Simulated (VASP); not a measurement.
Runs of VASP 6.6.1 on Ag. The structure is that of space group P6_3/mmc (No. 194), or close to it. The cells are those of the table. This isn't the form of Ag at room conditions, which is fcc.

| cell | further INCAR settings | gap on the mesh (eV) | pressure (GPa) |
| --- | --- | --- | --- |
| a = 3.096, b = 3.096, c = 4.691 Å, angles 90.0, 90.0, 120.0°, 2 atoms | ALGO = Fast; EDIFF = 1e-07; NBANDS = 18 | none | (b) |
| a = 2.752, b = 2.752, c = 5.066 Å, angles 90.0, 90.0, 120.0°, 2 atoms | ALGO = Fast; EDIFF = 1e-07; NBANDS = 18 | none | (a) |
| a = 2.982, b = 2.982, c = 5.066 Å, angles 90.0, 90.0, 120.0°, 2 atoms | ALGO = Fast; EDIFF = 1e-07; NBANDS = 18 | none | -11.7 |
| a = 2.982, b = 2.982, c = 4.315 Å, angles 90.0, 90.0, 120.0°, 2 atoms | ALGO = Fast; EDIFF = 1e-06; NBANDS = 18 | none | 2.3 |
| a = 3.096, b = 3.096, c = 4.878 Å, angles 90.0, 90.0, 120.0°, 2 atoms | ALGO = Fast; EDIFF = 1e-07; NBANDS = 18 | none | -13.1 |

Alike in all rows: task single point; level PBEsol; potentials or basis VASP PAW PBE potentials, release 64 (Ag); no spin polarisation; k mesh 24 × 24 × 14; cutoff (eV) 520; smearing gaussian 0.15 eV.

Task: Estimate the missing entries.

Result: (a) 2.4; (b) -11.2.

Caveats: the PAW data sets were made with another functional, which shifts forces and pressure a little; the cell stands under tension (at least some runs); the stress differs along the axes, from -7 to 7 GPa (at least some runs); the stress differs along the axes, from -2 to 10 GPa (at least some runs).

A k mesh can miss the band edges, and the runs leave out spin-orbit coupling on Ag.

A gap of «none» marks levels without a gap at the run's occupations.
